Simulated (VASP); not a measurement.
Runs of VASP 6.6.1 on AlN. The structure is that of space group F-43m (No. 216), or close to it. The cells are those of the table. 

| level | cell | k mesh | smearing | grid for exact exchange (PRECFOCK) | screening parameter | gap on the mesh (eV) | pressure (GPa) |
| --- | --- | --- | --- | --- | --- | --- | --- |
| r2SCAN | a = 3.090, b = 3.090, c = 3.057 Å, angles 60.4, 60.4, 59.3°, 2 atoms | 10 × 10 × 10 | gaussian 0.01 eV | - | - | 3.88 | 1.8 |
| r2SCAN | a = 3.059, b = 3.059, c = 3.027 Å, angles 60.3, 60.3, 59.3°, 2 atoms | 10 × 10 × 10 | gaussian 0.01 eV | - | - | 3.90 | 9.0 |
| PBE | a = 3.059, b = 3.059, c = 3.027 Å, angles 60.3, 60.3, 59.3°, 2 atoms | 10 × 10 × 10 | fermi-dirac 0.02 eV | - | - | 3.28 | (c) |
| PBE | a = 3.090, b = 3.090, c = 3.057 Å, angles 60.4, 60.4, 59.3°, 2 atoms | 10 × 10 × 10 | fermi-dirac 0.02 eV | - | - | (b) | 6.5 |
| HSE06 | a = 3.090, b = 3.090, c = 3.057 Å, angles 60.4, 60.4, 59.3°, 2 atoms | 8 × 8 × 8 | gaussian 0.01 eV | Normal | 0.2079 1/Å | (a) | 1.4 |

Alike in all rows: task single point; potentials or basis VASP PAW PBE potentials, release 64 (Al, N); no spin polarisation; cutoff (eV) 520.

Q: Estimate the missing entries.

A: (a) 4.50; (b) 3.26; (c) 13.7.

Caveats: the PAW data sets were made with another functional, which shifts forces and pressure a little (some runs).

A k mesh can miss the band edges.
